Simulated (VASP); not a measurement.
CdF2, 3 atoms in the cell. Symmetry: Fm-3m, No. 225, cubic system. The conventional cell has a = 5.388 Å, b = 5.388 Å, c = 5.388 Å, α = 90.00°, β = 90.00°, γ = 90.00°. Within 3.1 Å of Cd (site symmetry m-3m) lie 8 F at 2.33 Å. F (site symmetry -43m) has 4 Cd at 2.33 Å and 6 F at 2.69 Å within 3.1 Å. 

```yaml
Program: VASP 6.6.1
Task: single point
Functional: PBE-based screened hybrid with 40 % exact exchange
Potentials_or_basis: VASP PAW PBE potentials, release 64 (Cd, F)
Cutoff: 520 eV
k_mesh: 4 × 4 × 4
Occupations: gaussian, width 0.01 eV
Spin: no spin polarisation
Dipole_correction: no
Grid_for_exact_exchange_PRECFOCK: Normal
Share_of_exact_exchange: 0.4
Further_INCAR_settings: ALGO = Normal; EDIFF = 1e-06; NBANDS = 20
Screening_parameter: 0.1 1/Å
```

Potentials or basis: VASP PAW PBE potentials, release 64 (Cd, F).

Command:

```sh
$ cat potpaw_PBE.64/Cd/POTCAR potpaw_PBE.64/F/POTCAR > POTCAR
$ cp INCAR.step1 INCAR
$ mpirun -np 1 vasp_std > vasp.out
$ cp INCAR.step2 INCAR
$ mpirun -np 1 vasp_std > vasp.out
```

Hardware: 1 thread of Intel(R) Xeon(R) Platinum 8375C CPU @ 2.90GHz (Ice Lake), with other jobs on the host.

How long does it take, and how much memory?

It took 10 min on 1 thread of Intel(R) Xeon(R) Platinum 8375C CPU @ 2.90GHz (Ice Lake), with other jobs on the host, peak memory 0.27 GiB. Counts: k points 8.
